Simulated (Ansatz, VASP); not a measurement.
Two plane-wave programs on GeSb4Te7

```
Ge Sb Te
1.0
     4.28692    0.00000    0.00000
    -2.14346    3.71258    0.00000
     0.00000    0.00000   24.88023
Ge Sb Te
1 4 7
Direct
  0.00000 0.00000 0.50000
  0.66667 0.33333 0.91996
  0.33333 0.66667 0.35109
  0.33333 0.66667 0.08004
  0.66667 0.33333 0.64891
  0.33333 0.66667 0.85161
  0.66667 0.33333 0.14839
  0.00000 0.00000 0.71676
  0.66667 0.33333 0.43227
  0.33333 0.66667 0.56773
  0.00000 0.00000 0.00000
  0.00000 0.00000 0.28324
```

Alike in both runs: functional r2SCAN; k mesh 6 × 6 × 2; occupations gaussian, width 0.02 eV; no spin polarisation.

Ansatz relaxed the structure, and its values are those at the end. VASP's run is a single point on that final structure, the one shown.

|  | VASP | Ansatz |
| --- | --- | --- |
| version | VASP 6.6.1 | Ansatz 0.2.0 |
| potentials or method | VASP PAW PBE potentials, release 64 (Ge_d, Sb, Te), cutoff 520 eV | scalar-relativistic, plane waves, PAW |
| valence electrons in the cell | 76 | 186 |

|  | VASP | Ansatz | Ansatz less VASP |
| --- | --- | --- | --- |
| gap on the k mesh at the Fermi level (eV) | 0.63 | 0.64 | +0.005 |
| least direct gap on the mesh (eV) | 0.63 | 0.64 | +0.005 |
| pressure (GPa) | 0.0 | 0.0 | 0.00 |
| rms of the force components (eV/Å) | 0.012 | 0.000 | -0.0119 |

VASP's potentials were made for PBE, not for r2SCAN. VASP's potentials hold 76 valence electrons a cell and Ansatz's 186, so a difference there can come from the potentials and not from the codes.

Spin-orbit coupling is off throughout.
